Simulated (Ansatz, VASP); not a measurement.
## One calculation of ScTa3V, two programs

```
Sc Ta V
1.0
     4.27191    0.00000    0.00000
     0.00000    4.27191    0.00000
     0.00000    0.00000    4.27191
Sc Ta V
1 3 1
Direct
  0.50000 0.50000 0.50000
  0.00000 0.50000 0.50000
  0.50000 0.00000 0.50000
  0.50000 0.50000 0.00000
  0.00000 0.00000 0.00000
```

Alike in both runs: task single point; functional r2SCAN; k mesh 4 × 4 × 4; occupations gaussian, width 0.1 eV; collinear spin.

|  | VASP | Ansatz |
| --- | --- | --- |
| version | VASP 6.6.1 | Ansatz 0.2.0 |
| potentials or method | VASP PAW PBE potentials, release 64 (Sc_sv, Ta_pv, V_sv), cutoff 520 eV | scalar-relativistic, plane waves, PAW |
| valence electrons in the cell | 57 | 63 |

```csv
,VASP,Ansatz,Ansatz less VASP
gap on the k mesh at the Fermi level (eV),none,none,-
net moment per atom (μB),0.00,0.38,+0.383
size of the moment on the site where the two differ most (μB),0.00,2.13,+2.125
```

The net moments are unlike, so the other rows may belong to different states. VASP's potentials were made for PBE, not for r2SCAN. Site moments also hang on the region over which each program counts them. A gap of «none» marks a metal or a gap that the smearing closes. VASP's potentials hold 57 valence electrons a cell and Ansatz's 63, so a difference there can come from the potentials and not from the codes. Ansatz's warnings: stability check not made.

The k mesh is coarse, so the values compare programs but aren't converged. Spin-orbit coupling is off throughout.
